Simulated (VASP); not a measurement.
Cr: single point with PBE

Crystal: Cr.

```
Cr
1.0
     2.33869    0.00000    0.00000
     0.00000    2.33869    0.00000
     0.00000    0.00000    2.33869
Cr
1
Direct
  0.00000 0.00000 0.00000
```

```yaml
Program: VASP 6.6.1
Task: single point
Functional: PBE
Potentials_or_basis: VASP PAW PBE potentials, release 64 (Cr_pv)
Cutoff: 520 eV
k_mesh: 13 × 13 × 13
Occupations: fermi-dirac, width 0.1 eV
Spin: no spin polarisation
Dipole_correction: no
Further_INCAR_settings: ALGO = Normal; EDIFF = 1e-07; NBANDS = 12
```

```json
{
 "Pressure": "-0.2 GPa",
 "Band gap on the k mesh": "zero (band 6 reaches 10.71 eV, above the bottom of band 7 at 9.19 eV)"
}
```

Levels at points of the mesh, in eV from the Fermi level:
| k point | band 3 | band 4 | band 5 | band 6 | band 7 | band 8 | band 9 | band 10 |
| --- | --- | --- | --- | --- | --- | --- | --- | --- |
| (0.00, 0.00, 0.00) | -42.54 | -7.36 | -3.19 | -3.19 | 2.45 | 2.45 | 2.45 | 7.52 |

Wall time 11 s on 1 thread of Intel Xeon 6975P-C (shared host), peak memory 0.13 GiB.

Caveat: the run has no spin polarisation, though such a crystal can be magnetic. Spin polarisation is off, so any magnetic state and its effect on volume and gap are missing.
